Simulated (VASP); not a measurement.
A run of VASP 6.6.1:

The input INCAR:

```
SYSTEM = Nb2MoN3
ALGO = Normal
EDIFF = 1E-6
ENCUT = 600
GGA = PE
GGA_COMPAT = .False.
ISIF = 2
ISMEAR = 0
LASPH = .True.
LCHARG = .False.
LREAL = .False.
LWAVE = .False.
NBANDS = 36
NELM = 120
PREC = Accurate
SIGMA = 0.1
```

KPOINTS

```
k-points
0
Gamma
  6 6 10
  0 0 0
```

File POSCAR:

```
Nb2MoN3
1.0
    5.0834545290      0.0000000000      0.0000000000
   -2.5417272645      4.4024007611      0.0000000000
    0.0000000000      0.0000000000      2.8622309579
Nb Mo N
2 1 3
Direct
    0.3333333333      0.6666666667      0.0000000000
    0.6666666667      0.3333333333      0.0000000000
    0.0000000000      0.0000000000      0.0000000000
    0.3324115259      0.0000000000      0.5000000000
    0.6675884741      0.6675884741      0.5000000000
    0.0000000000      0.3324115259      0.5000000000
```

Potentials or basis: VASP PAW PBE potentials, release 64 (Nb_sv, Mo_sv, N).

The run is started by

```bash
$ cat potpaw_PBE.64/Nb_sv/POTCAR potpaw_PBE.64/Mo_sv/POTCAR potpaw_PBE.64/N/POTCAR > POTCAR
$ mpirun -np 1 vasp_std > vasp.out
```

Hardware: 1 thread of Intel(R) Xeon(R) 6975P-C (Granite Rapids) (shared host).

**Question.** Estimate the wall time of this run.

**Answer.** Run time: 68 s on 1 thread of Intel(R) Xeon(R) 6975P-C (Granite Rapids), with other jobs on the host, peak memory 0.26 GiB. Counts: scf iterations 14, k points 42.
